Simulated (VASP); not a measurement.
Input of a VASP 6.6.1 run:

File POSCAR:

```
CdTe
1.0
    4.8840757712      0.0000000000      0.0000000000
   -2.4420378856      4.2297336918      0.0000000000
    0.0000000000      0.0000000000      6.6222457098
Cd Te
2 2
Direct
    0.3333333333      0.6666666667      0.2500000000
    0.6666666667      0.3333333333      0.7500000000
    0.6666666667      0.3333333333      0.2500000000
    0.3333333333      0.6666666667      0.7500000000
```

Contents of INCAR.step1:

```
SYSTEM = CdTe
  PREC = Accurate
  ENCUT = 520
  ISMEAR = -1
  SIGMA = 0.02
  LREAL = .False.
  LASPH = .True.
  NELM = 80
  NBANDS = 26
  GGA = PE
  ALGO = Normal
  EDIFF = 1E-4
  LWAVE = .True.
  LCHARG = .False.
```

File INCAR.step2:

```
SYSTEM = CdTe
  PREC = Accurate
  ENCUT = 520
  EDIFF = 1E-6
  ISMEAR = -1
  SIGMA = 0.02
  LREAL = .False.
  LASPH = .True.
  NELM = 80
  ALGO = Normal
  ISIF = 2
  LWAVE = .False.
  LCHARG = .False.
  METAGGA = R2SCAN
  LMIXTAU = .True.
  NBANDS = 26
  ISTART = 1
```

Contents of KPOINTS:

```
regular mesh
0
Gamma
  6 6 4
  0 0 0
```

Potentials or basis: VASP PAW PBE potentials, release 64 (Cd, Te).

Run with:

```sh
$ cat potpaw_PBE.64/Cd/POTCAR potpaw_PBE.64/Te/POTCAR > POTCAR
$ cp INCAR.step1 INCAR
$ mpirun -np 1 vasp_std > vasp.out
$ cp INCAR.step2 INCAR
$ mpirun -np 1 vasp_std > vasp.out
```

(1) What does it give for the band gap on the k mesh?

(2) Estimate the pressure.

Results:

(1) 0.19 eV, indirect (least direct gap 0.24 eV).

(2) 0.1 GPa.

Caveat: the PAW data sets were made with another functional, which shifts forces and pressure a little; spin-orbit coupling is left out, which moves the levels of the heavy elements.
